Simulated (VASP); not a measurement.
Eu, 1 atom in the cell. The structure is cubic, space group Im-3m (No. 229). The conventional cell has a = 3.483 Å, b = 3.483 Å, c = 3.483 Å, α = 90.00°, β = 90.00°, γ = 90.00°. Within 4.0 Å of Eu (site symmetry m-3m) lie 14 Eu at 3.02 to 3.48 Å. 

| Item | Value |
| --- | --- |
| Program | VASP 6.6.1 |
| Task | single point |
| Functional | LDA |
| Potentials or basis | VASP PAW PBE potentials, release 64 (Eu) |
| Cutoff | 520 eV |
| k mesh | 16 × 16 × 16 |
| Occupations | fermi-dirac, width 0.1 eV |
| Spin | collinear spin, ferromagnetic start |
| Starting moments | [7.0] μB |
| Dipole correction | no |
| Further INCAR settings | ALGO = Normal; EDIFF = 1e-06; NBANDS = 18 |

Potentials or basis: VASP PAW PBE potentials, release 64 (Eu).

Command:

```console
$ cat potpaw_PBE.64/Eu/POTCAR > POTCAR
$ mpirun -np 1 vasp_std > vasp.out
```

Hardware: 1 thread of Intel(R) Xeon(R) Platinum 8488C (Sapphire Rapids) (shared host).

How long does it take, and how much memory?

Run time: 84 s on 1 thread of Intel(R) Xeon(R) Platinum 8488C (Sapphire Rapids), with other jobs on the host, peak memory 0.22 GiB. Counts: scf iterations 21, k points 145.
